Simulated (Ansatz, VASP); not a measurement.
NiO in VASP and in Ansatz

```xyz
2
Lattice="0.0000 2.1338 2.1338 2.1338 0.0000 2.1338 2.1338 2.1338 0.0000" Properties=species:S:1:pos:R:3 pbc="T T T"
Ni    0.0000    0.0000    0.0000
O     2.1338    2.1338    2.1338
```

Alike in both runs: task single point; functional PBE; k mesh 10 × 10 × 10; occupations gaussian, width 0.05 eV; collinear spin; Hubbard terms Ni d U = 6.2 eV.

|  | VASP | Ansatz |
| --- | --- | --- |
| version | VASP 6.6.1 | Ansatz 0.2.0 |
| potentials or method | VASP PAW PBE potentials, release 64 (Ni, O), cutoff 520 eV | scalar-relativistic, plane waves, PAW |
| valence electrons in the cell | 16 | 24 |

Ansatz gave:

* gap on the k mesh at the Fermi level (eV): 1.94
* least direct gap on the mesh (eV): 2.89
* pressure (GPa): 0.0
* net moment per atom (μB): 1.00
* size of the moment on the site where the two differ most (μB): 1.74

Question: What did VASP give for the same quantities?

Answer: gap on the k mesh at the Fermi level (eV): 2.36; least direct gap on the mesh (eV): 3.14; pressure (GPa): -8.2; net moment per atom (μB): 1.00; size of the moment on the site where the two differ most (μB): 1.83.

Site moments also hang on the region over which each program counts them. The programs project onto different local orbitals, so the same U acts differently, and such runs can settle in different states. VASP's potentials hold 16 valence electrons a cell and Ansatz's 24, so a difference there can come from the potentials and not from the codes. Ansatz's warnings: stability check not made.
